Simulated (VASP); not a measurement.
A run of VASP 6.6.1 is set up as follows.

The input INCAR:

```
SYSTEM = CoH
PREC     = Accurate       ! precision mode
ENCUT    = 520            ! plane-wave cutoff, eV
EDIFF    = 1E-7           ! SCF threshold, eV
ISMEAR   = -1             ! smearing method
SIGMA    = 0.1            ! smearing width, eV
LREAL    = .FALSE.        ! projectors in reciprocal space
LASPH    = .TRUE.         ! aspherical terms in the spheres
NELM     = 150            ! most SCF steps
ALGO     = Normal         ! electronic algorithm
ISIF     = 2              ! what is computed and relaxed
LWAVE    = .FALSE.        ! write WAVECAR
LCHARG   = .FALSE.        ! write CHGCAR
ISPIN    = 2              ! spin polarisation
MAGMOM   = 1.8 0          ! initial moments
LORBIT   = 11             ! projections on sites
LMAXMIX  = 4              ! l up to which the mixer works
GGA      = PS             ! functional
NBANDS   = 16             ! bands
```

KPOINTS

```
Automatic mesh
0
G
  11 11 11
  0 0 0
```

File POSCAR:

```
CoH
1.0
    0.0000000000      1.8849980481      1.8849980481
    1.8849980481      0.0000000000      1.8849980481
    1.8849980481      1.8849980481      0.0000000000
Co H
1 1
Direct
    0.0000000000      0.0000000000      0.0000000000
    0.5000000000      0.5000000000      0.5000000000
```

Potentials or basis: VASP PAW PBE potentials, release 64 (Co, H).

Launch:

```bash
$ cat potpaw_PBE.64/Co/POTCAR potpaw_PBE.64/H/POTCAR > POTCAR
$ mpirun -np 1 vasp_std > vasp.out
```

What does it give for the site moments?

Co +1.27; H -0.01 μB.

What does it give for the pressure?

-18.4 GPa.

Caveat: the PAW data sets were made with another functional, which shifts forces and pressure a little.
